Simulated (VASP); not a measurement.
Write the native input for VASP 6.6.1 that does the following.

```yaml
Task: single point
Functional: r2SCAN
Potentials_or_basis: VASP PAW PBE potentials, release 64 (Ca_sv, O_h)
Cutoff: 910 eV
k_mesh: 10 × 10 × 10
Occupations: gaussian, width 0.01 eV
Spin: no spin polarisation
Dipole_correction: no
Further_INCAR_settings: ALGO = Normal; EDIFF = 1e-06; NBANDS = 15
```

Crystal: CaO.

```
Ca O
1.0
     0.00000    2.38556    2.38556
     2.38556    0.00000    2.38556
     2.38556    2.38556    0.00000
Ca O
1 1
Direct
  0.00000 0.00000 0.00000
  0.50000 0.50000 0.50000
```

This cell differs from its parent crystal: strain -0.5%.

These files were run (other wordings do the same):

POSCAR

```
CaO
1.0
    0.0000000000      2.3855623759      2.3855623759
    2.3855623759      0.0000000000      2.3855623759
    2.3855623759      2.3855623759      0.0000000000
Ca O
1 1
Direct
    0.0000000000      0.0000000000      0.0000000000
    0.5000000000      0.5000000000      0.5000000000
```

INCAR.step1

```
SYSTEM = CaO
PREC = Accurate
ENCUT = 910
ISMEAR = 0
SIGMA = 0.01
LREAL = .False.
LASPH = .True.
NELM = 120
NBANDS = 15
GGA = PE
ALGO = Normal
EDIFF = 1E-5
LWAVE = .True.
LCHARG = .False.
GGA_COMPAT = .False.
```

INCAR.step2

```
SYSTEM = CaO
PREC = Accurate
ENCUT = 910
EDIFF = 1E-6
ISMEAR = 0
SIGMA = 0.01
LREAL = .False.
LASPH = .True.
NELM = 120
ALGO = Normal
ISIF = 2
LWAVE = .False.
LCHARG = .False.
METAGGA = R2SCAN
LMIXTAU = .True.
NBANDS = 15
ISTART = 1
GGA_COMPAT = .False.
```

KPOINTS

```
Automatic mesh
0
Gamma
  10 10 10
  0 0 0
```

Potentials or basis: VASP PAW PBE potentials, release 64 (Ca_sv, O_h).

Launch:

```sh
$ cat potpaw_PBE.64/Ca_sv/POTCAR potpaw_PBE.64/O_h/POTCAR > POTCAR
$ cp INCAR.step1 INCAR
$ mpirun -np 1 vasp_std > vasp.out
$ cp INCAR.step2 INCAR
$ mpirun -np 1 vasp_std > vasp.out
```

Results of the run:

* Pressure: 2.8 GPa
* Band gap on the k mesh: 4.19 eV (least direct gap 4.55 eV)

Caveat: the cell differs from its parent crystal (strain -0.5%); the cutoff is under 1.25 times the usual one of these potentials, so pressure, stress and relaxed cells hold a basis-set (Pulay) error; the PAW data sets were made with another functional, which shifts forces and pressure a little.

It took 76 s on 1 thread of Intel(R) Xeon(R) 6975P-C (Granite Rapids), on a shared host, peak memory 0.24 GiB.
